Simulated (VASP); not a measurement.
Crystal: CuI2.

```
I Cu
1.0
     5.20038    0.00000    0.00000
     0.00000    5.20038    0.00000
     0.00000    0.00000    4.54417
I Cu
2 1
Direct
  0.50000 0.00000 0.00000
  0.00000 0.50000 0.00000
  0.00000 0.00000 0.00000
```

Base run:

| Item | Value |
| --- | --- |
| Program | VASP 6.6.1 |
| Functional | PBE |
| Potentials or basis | VASP PAW PBE potentials, release 64 (I, Cu) |
| Cutoff | 520 eV |
| k mesh | 5 × 5 × 6 |
| Occupations | fermi-dirac, width 0.05 eV |
| Spin | no spin polarisation |

Its results: pressure 0.8 GPa.

**Question.** The run is repeated on the same cell with these changes: functional from PBE to r2SCAN; k mesh from 5 × 5 × 6 to 5 × 5 × 5. What comes out?

**Answer.** Pressure 0.3 GPa.

Several settings changed at once, so the effect can't be laid on one alone.

Caveats: an odd number of electrons without spin polarisation forces a metal; a magnetic or distorted state may lie lower; this functional lacks dispersion, which binds the layers, so the pressure and a relaxed spacing across them are unreliable (some runs); the PAW data sets were made with another functional, which shifts forces and pressure a little (some runs).
